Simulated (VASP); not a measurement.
Here is a VASP 6.6.1 calculation.

Contents of INCAR:

```
  PREC = Accurate
  ENCUT = 520
  EDIFF = 1E-6
  ISMEAR = -1
  SIGMA = 0.03
  LREAL = False
  LASPH = True
  NELM = 60
  ALGO = Normal
  ISIF = 2
  LWAVE = False
  LCHARG = True
  GGA = PE
  LELF = True
  LVHAR = True
  NBANDS = 11
```

KPOINTS

```
Automatic mesh
0
Gamma
  13 13 13
```

The input POSCAR:

```
Pd
1.0
    2.6129210813      0.0000000000      0.0000000000
    0.0000000000      2.6129210813      0.0000000000
    0.0000000000      0.0000000000      2.6129210813
Pd
1
Direct
    0.0000000000      0.0000000000      0.0000000000
```

Potentials or basis: VASP PAW PBE potentials, release 64 (Pd).

The run is started by

```console
$ cat potpaw_PBE.64/Pd/POTCAR > POTCAR
$ mpirun -np 1 vasp_std > vasp.out
```

Task: What does it give for the band gap on the k mesh?

Result: Zero (band 5 reaches 8.22 eV, above the bottom of band 6 at 6.56 eV).

Task: Predict the pressure.

Result: -0.3 GPa.
